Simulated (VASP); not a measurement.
## F: single point with PBEsol

F:

```xyz
4
Lattice="2.5563 -1.5840 0.0000 2.5563 1.5840 0.0000 -0.5621 0.0000 6.5977" Properties=species:S:1:pos:R:3 pbc="T T T"
F     3.8449   -0.5285    0.6785
F     1.0286   -0.4782    2.6940
F     0.7530    0.4642    5.9689
F     3.5022    0.4860    3.9019
```

| Property | Result |
| --- | --- |
| Program | VASP 6.6.1 |
| Task | single point |
| Functional | PBEsol |
| Potentials or basis | VASP PAW PBE potentials, release 64 (F) |
| Cutoff | 520 eV |
| k mesh | 7 × 7 × 3 |
| Occupations | fermi-dirac, width 0.05 eV |
| Spin | no spin polarisation |
| Dipole correction | no |
| Further INCAR settings | ALGO = Normal; EDIFF = 1e-07; NBANDS = 22 |

The pressure is 2.9 GPa. The largest force is 2.315 eV/Å. The band gap on the k mesh is 2.60 eV.

Forces in eV/Å, atoms in the order of the input:
```
F    0.004 -0.234 -0.574
F    0.131  0.964 -2.073
F   -0.006  0.245  0.551
F   -0.129 -0.974  2.096
```

Stress tensor (GPa, compression positive):
```
 0.88  0.30 -0.35
 0.30  2.33 -4.88
-0.35 -4.88  5.44
```

Levels at points of the mesh, in eV from the valence-band top:
| k point | band 12 | band 13 | band 14 | band 15 | band 16 | band 17 |
| --- | --- | --- | --- | --- | --- | --- |
| (0.00, 0.00, 0.00) | -0.26 | -0.10 | 0.00 | 2.60 | 4.15 | 9.70 |

Wall time 120 s on 1 thread of AMD EPYC 7R13 (shared host), peak memory 0.17 GiB.

Caveat: the PAW data sets were made with another functional, which shifts forces and pressure a little; an odd mesh through Γ misses points on the zone boundary, where band edges can lie.
